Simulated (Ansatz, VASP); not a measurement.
This is a calculation of CdS for Ansatz 0.2.0.

Contents of input.yaml:

```yaml
crystal:
  lattice:
    - [0.0, 2.9165, 2.9165]
    - [2.9165, 0.0, 2.9165]
    - [2.9165, 2.9165, 0.0]
  atoms:
    - { symbol: Cd, position: [0.0, 0.0, 0.0] }
    - { symbol: S, position: [0.75, 0.75, 0.75] }
hamiltonian:
  xc: { exchange: r2scan, correlation: r2scan, exx: { coeff: 0.5 } }
  pseudopotentials: { kind: paw }
kpoints:
  mp_grid: { grid: [5, 5, 5] }
scf:
  occupations: { method: fermi_dirac, width: 0.05 }
output:
  forces: true
  stress: true
  eigenvalues: true
```

Potentials or basis: Ansatz PAW.

Command:

```sh
$ ansatz run input.yaml --threads 1 --pin off --max-ram 3584MiB --backend cpu --events-out ev --progress --plain --runs-dir out
```

Set up the same calculation for VASP 6.6.1. Potentials there: VASP PAW PBE potentials, release 64 (Cd, S).

As run (the cutoff follows the program's own potentials):

The input POSCAR:

```
CdS
1.0
    0.0000000000      2.9165000000      2.9165000000
    2.9165000000      0.0000000000      2.9165000000
    2.9165000000      2.9165000000      0.0000000000
Cd S
1 1
Direct
    0.0000000000      0.0000000000      0.0000000000
    0.7500000000      0.7500000000      0.7500000000
```

INCAR.step1

```
ALGO = Normal
EDIFF = 1E-5
ENCUT = 520
GGA = PE
ISIF = 2
ISMEAR = -1
LASPH = T
LREAL = F
LWAVE = T
NBANDS = 16
NELM = 100
PREC = Accurate
SIGMA = 0.05
```

File INCAR.step2:

```
AEXX = 0.5
ALGO = Normal
EDIFF = 1E-7
ENCUT = 520
ISIF = 2
ISMEAR = -1
ISTART = 1
LASPH = T
LCHARG = T
LELF = T
LHFCALC = T
LMIXTAU = T
LREAL = F
LVHAR = T
LWAVE = F
METAGGA = R2SCAN
NBANDS = 16
NELM = 100
PREC = Accurate
PRECFOCK = Normal
SIGMA = 0.05
```

The input KPOINTS:

```
k-points
0
Gamma
  5 5 5
```

Potentials or basis: VASP PAW PBE potentials, release 64 (Cd, S).

Run with:

```sh
$ cat potpaw_PBE.64/Cd/POTCAR potpaw_PBE.64/S/POTCAR > POTCAR
$ cp INCAR.step1 INCAR
$ mpirun -np 1 vasp_std > vasp.out
$ cp INCAR.step2 INCAR
$ mpirun -np 1 vasp_std > vasp.out
```

Both were run:

|  | VASP | Ansatz | Ansatz less VASP |
| --- | --- | --- | --- |
| gap on the k mesh at the Fermi level (eV) | 4.70 | 4.66 | -0.040 |
| least direct gap on the mesh (eV) | 4.70 | 4.66 | -0.040 |
| pressure (GPa) | 0.6 | 0.4 | -0.18 |

VASP's potentials were made for PBE, not for r2SCAN-based global hybrid. With one functional, cell and mesh, what is left measures potentials, basis and numerics. VASP's potentials hold 18 valence electrons a cell and Ansatz's 26, so a difference there can come from the potentials and not from the codes.

Noted on Ansatz's run: odd divisions of the mesh miss points on the zone boundary, where band edges often lie, so the gap on the mesh can be too wide.
